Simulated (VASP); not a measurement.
Input of a VASP 6.6.1 run:

File POSCAR:

```
MoS2
1.0
    1.5800000000      0.9122130000      6.1500000000
   -1.5800000000      0.9122130000      6.1500000000
    0.0000000000     -1.8244270000      6.1500000000
Mo S
1 2
Direct
    0.0000000000      0.0000000000      0.0000000000
    0.2500000000      0.2500000000      0.2500000000
    0.4170000000      0.4170000000      0.4170000000
```

The input INCAR.step1:

```
ALGO = Normal ; EDIFF = 1E-4
ENCUT = 520 ; GGA = PE
ISMEAR = 0 ; LASPH = True
LCHARG = False ; LREAL = False
LWAVE = True ; NBANDS = 20
NELM = 80 ; PREC = Accurate
SIGMA = 0.01
```

INCAR.step2

```
ALGO = Normal ; EDIFF = 1E-7
ENCUT = 520 ; ISIF = 2
ISMEAR = 0 ; ISTART = 1
IVDW = 12 ; LASPH = True
LCHARG = False ; LMIXTAU = True
LREAL = False ; LWAVE = False
METAGGA = R2SCAN ; NBANDS = 20
NELM = 80 ; PREC = Accurate
SIGMA = 0.01 ; VDW_A1 = 0.49484001
VDW_A2 = 5.73083694 ; VDW_S6 = 1.0
VDW_S8 = 0.78981345
```

KPOINTS

```
k-points
0
Gamma
  11 11 11
```

Potentials or basis: VASP PAW PBE potentials, release 64 (Mo_sv, S).

Command:

```bash
$ cat potpaw_PBE.64/Mo_sv/POTCAR potpaw_PBE.64/S/POTCAR > POTCAR
$ cp INCAR.step1 INCAR
$ mpirun -np 1 vasp_std > vasp.out
$ cp INCAR.step2 INCAR
$ mpirun -np 1 vasp_std > vasp.out
```

Task: Predict the band gap on the k mesh.

Result: 1.05 eV (least direct gap 2.01 eV).

Task: Estimate the largest force.

Result: 0.374 eV/Å.

Task: Estimate the dispersion energy per atom.

Result: -0.202 eV.

Forces on the atoms (eV/Å):
```
Mo   0.000  0.000  0.087
S    0.000  0.000 -0.374
S    0.000  0.000  0.286
```

Caveat: the PAW data sets were made with another functional, which shifts forces and pressure a little. A k mesh can miss the band edges.
